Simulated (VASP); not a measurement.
# Ti (Im-3m) in VASP: notebook, part 2 of 2

VASP 6.6.1. Earlier steps stand in the parts before.

## Step 3: Single point, PBE (volume scaled by 0.88)

Input file INCAR:

```
SYSTEM = Ti
PREC = Accurate ; ENCUT = 520
EDIFF = 1E-6 ; ISMEAR = 0
SIGMA = 0.1 ; LREAL = .FALSE.
LASPH = .TRUE. ; NELM = 60
ALGO = Fast ; ISIF = 2
LWAVE = .FALSE. ; LCHARG = .FALSE.
GGA = PE ; NBANDS = 12
```

Input file KPOINTS:

```
Automatic mesh
0
G
  18 18 18
  0 0 0
```

Input file POSCAR:

```
Ti
1.0
   -1.5598493828      1.5598493828      1.5598493828
    1.5598493828     -1.5598493828      1.5598493828
    1.5598493828      1.5598493828     -1.5598493828
Ti
1
Direct
    0.0000000000      0.0000000000      0.0000000000
```

Potentials or basis: VASP PAW PBE potentials, release 64 (Ti_sv).

On the command line:

```bash
> cat potpaw_PBE.64/Ti_sv/POTCAR > POTCAR
> mpirun -np 1 vasp_std > vasp.out
```

It took 29 s on 1 thread of AMD EPYC 9R45 (Zen 5), shared host; peak memory 0.12 GiB.

Results (log left out):

```yaml
Free_energy: -7.6349 eV
Pressure: 16.3 GPa
Band_gap_on_the_k_mesh: zero (band 6 reaches 10.66 eV, above the bottom of band 7 at 8.92 eV)
```

Levels at points of the mesh, in eV from the Fermi level:
```
           k point  band 4  band 5  band 6  band 7  band 8  band 9
(0.00, 0.00, 0.00)  -31.94   -6.21    1.10    1.10    1.10    3.17
(0.50, 0.00, 0.00)  -31.95   -2.80   -0.55    1.63    3.20    3.61
(0.50, 0.50, 0.50)  -32.64   -2.60   -2.60    4.61    4.61    4.61
```

## Step 4: Single point, PBE (volume scaled by 0.91)

Input file INCAR:

```
SYSTEM = Ti
PREC = Accurate
ENCUT = 520
EDIFF = 1E-6
ISMEAR = 0
SIGMA = 0.1
LREAL = .FALSE.
LASPH = .TRUE.
NELM = 60
ALGO = Normal
ISIF = 2
LWAVE = .FALSE.
LCHARG = .TRUE.
GGA = PE
LELF = .TRUE.
LVHAR = .TRUE.
NBANDS = 12
```

KPOINTS is that of step 3.

Input file POSCAR:

```
Ti
1.0
   -1.5773772474      1.5773772474      1.5773772474
    1.5773772474     -1.5773772474      1.5773772474
    1.5773772474      1.5773772474     -1.5773772474
Ti
1
Direct
    0.0000000000      0.0000000000      0.0000000000
```

On the command line:

```bash
> cat potpaw_PBE.64/Ti_sv/POTCAR > POTCAR
> mpirun -np 1 vasp_std > vasp.out
```

Wall time 14 s (1 thread of AMD EPYC 9R45 (Zen 5), shared host); peak memory 0.12 GiB.

Results (log left out):

* Free energy: -7.6797 eV
* Pressure: 11.4 GPa
* Band gap on the k mesh: zero (band 6 reaches 10.25 eV, above the bottom of band 7 at 8.57 eV)

Levels at points of the mesh, in eV from the Fermi level:
| k point | band 2 | band 3 | band 4 | band 5 | band 6 | band 7 | band 8 | band 9 | band 10 | band 11 |
| --- | --- | --- | --- | --- | --- | --- | --- | --- | --- | --- |
| (0.00, 0.00, 0.00) | -32.06 | -32.06 | -32.06 | -6.16 | 1.08 | 1.08 | 1.08 | 3.06 | 3.06 | 18.14 |
| (0.50, 0.00, 0.00) | -32.99 | -32.34 | -32.07 | -2.71 | -0.51 | 1.49 | 3.08 | 3.47 | 4.84 | 9.94 |
| (0.50, 0.50, 0.50) | -32.69 | -32.69 | -32.69 | -2.47 | -2.47 | 4.43 | 4.43 | 4.43 | 9.25 | 9.25 |

## Step 5: Single point, PBE (volume scaled by 0.94)

Input file INCAR:

```
SYSTEM = Ti
ALGO = Fast ; EDIFF = 1E-6
ENCUT = 520 ; GGA = PE
ISIF = 2 ; ISMEAR = 0
LASPH = .TRUE. ; LCHARG = .TRUE.
LELF = .TRUE. ; LREAL = .FALSE.
LVHAR = .TRUE. ; LWAVE = .FALSE.
NBANDS = 12 ; NELM = 100
PREC = Accurate ; SIGMA = 0.1
```

Input file KPOINTS:

```
k-points
0
G
  18 18 18
  0 0 0
```

Input file POSCAR:

```
Ti
1.0
   -1.5945239956      1.5945239956      1.5945239956
    1.5945239956     -1.5945239956      1.5945239956
    1.5945239956      1.5945239956     -1.5945239956
Ti
1
Direct
    0.0000000000      0.0000000000      0.0000000000
```

Potentials or basis: VASP PAW PBE potentials, release 64 (Ti_sv).

On the command line:

```bash
> cat potpaw_PBE.64/Ti_sv/POTCAR > POTCAR
> mpirun -np 1 vasp_std > vasp.out
```

OUTCAR:

```text
SYSTEM = Ti
   EDIFF = 1E-6
   ENCUT = 520
   GGA = PE
   ISIF = 2
   ISMEAR = 0
   LASPH = .TRUE.
   LREAL = .FALSE.
   NELM = 100
   PREC = Accurate

 ion  position               nearest neighbor table
   1  0.000  0.000  0.000-

  LATTYP: Found a body centered cubic cell.
 ALAT       =     3.1890479912

  Lattice vectors:

 A1 = (  -1.5945239956,   1.5945239956,   1.5945239956)
 A2 = (   1.5945239956,  -1.5945239956,   1.5945239956)
 A3 = (   1.5945239956,   1.5945239956,  -1.5945239956)

Analysis of symmetry for initial positions (statically):
=====================================================================
 Subroutine PRICEL returns:
 Original cell was already a primitive cell.

 Routine SETGRP: Setting up the symmetry group for a
 body centered cubic supercell.

 Subroutine GETGRP returns: Found 48 space group operations
 (whereof 48 operations were pure point group operations)
 out of a pool of 48 trial point group operations.

The static configuration has the point symmetry O_h .

[... 167 lines left out ...]
 k-point     1 :       0.0000    0.0000    0.0000
  band No.  band energies     occupation
      1     -47.5828      2.00000
      2     -23.3500      2.00000
      3     -23.3500      2.00000
      4     -23.3500      2.00000
      5       2.7237      2.00000
      6       9.8667      0.00000
      7       9.8667      0.00000
      8       9.8667      0.00000
      9      11.7777      0.00000
     10      11.7777      0.00000
     11      26.7244      0.00000
     12      26.7244      0.00000
[... 331 lines left out ...]
 k-point    24 :       0.3889    0.1111    0.0000
  band No.  band energies     occupation
      1     -47.4098      2.00000
      2     -24.1334      2.00000
      3     -23.6326      2.00000
      4     -23.3919      2.00000
      5       6.4480      2.00000
      6       8.4053      2.00000
      7       9.4785      0.00000
      8      11.7032      0.00000
      9      12.3055      0.00000
     10      13.8218      0.00000
     11      18.7183      0.00000
     12      22.5076      0.00000

 [... further k-points ...]

------------------------ aborting loop because EDIFF is reached ----------------------------------------

  FORCE on cell =-STRESS in cart. coord.  units (eV):
  Direction    XX          YY          ZZ          XY          YZ          ZX
  --------------------------------------------------------------------------------------
  -------------------------------------------------------------------------------------
  Total        0.7019230      0.7019230      0.7019230     -0.0000000     -0.0000000      0.0000000
  in kB       69.3500653     69.3500653     69.3500653     -0.0000000     -0.0000000      0.0000000
  external PRESSURE =      69.3500653 kB  Pullay stress =       0.0000000 kB

 VOLUME and BASIS-vectors are now :
 -----------------------------------------------------------------------------
  energy-cutoff  :      520.00
  volume of cell :       16.22
      direct lattice vectors                 reciprocal lattice vectors
    -1.594523996  1.594523996  1.594523996     0.000000000  0.313573205  0.313573205
     1.594523996 -1.594523996  1.594523996     0.313573205  0.000000000  0.313573205
     1.594523996  1.594523996 -1.594523996     0.313573205  0.313573205  0.000000000

 POSITION                                       TOTAL-FORCE (eV/Angst)
 -----------------------------------------------------------------------------------
      0.00000      0.00000      0.00000         0.000000      0.000000     -0.000000
 -----------------------------------------------------------------------------------
    total drift:                                0.000000     -0.000000      0.000000

  FREE ENERGIE OF THE ION-ELECTRON SYSTEM (eV)
  ---------------------------------------------------
  free  energy   TOTEN  =        -7.7094106552 eV

  energy  without entropy=       -7.6985396240  energy(sigma->0) =       -7.70397514
```

stdout:

```text
POSCAR found type information on POSCAR Ti
 POSCAR found :  1 types and       1 ions
 scaLAPACK will be used
 LDA part: xc-table for (Slater+PW92), standard interpolation
 POSCAR, INCAR and KPOINTS ok, starting setup
 FFT: planning ... GRIDC
 FFT: planning ... GRID_SOFT
 FFT: planning ... GRID
 WAVECAR not read
 entering main loop
WARNING in EDDRMM: call to ZHEGV failed, returncode =   8  4      9
WARNING in EDDRMM: call to ZHEGV failed, returncode =   6  3     10
```

Run time: 40 s. Hardware: 1 thread of AMD EPYC 9R45 (Zen 5), shared host; peak memory 0.13 GiB.

Results:

```
Free energy            : -7.7094 eV
Pressure               : 6.9 GPa
Band gap on the k mesh : zero (band 6 reaches 9.87 eV, above the bottom of band 7 at 8.24 eV)
```

## Step 6: The runs side by side

```csv
cell,k mesh,smearing,gap on the mesh (eV),pressure (GPa)
"a = 2.819 Å, angles 109.5°, 1 atom",28 × 28 × 28,gaussian 0.15 eV,none,-0.2
"a = 2.702 Å, angles 109.5°, 1 atom",18 × 18 × 18,gaussian 0.1 eV,none,16.3
"a = 2.732 Å, angles 109.5°, 1 atom",18 × 18 × 18,gaussian 0.1 eV,none,11.4
"a = 2.762 Å, angles 109.5°, 1 atom",18 × 18 × 18,gaussian 0.1 eV,none,6.9
```

Alike in all rows: task single point; level PBE; potentials or basis VASP PAW PBE potentials, release 64 (Ti_sv); no spin polarisation; cutoff (eV) 520.

Total energies depend on the potentials used, so only differences within one code and one set of settings carry meaning.
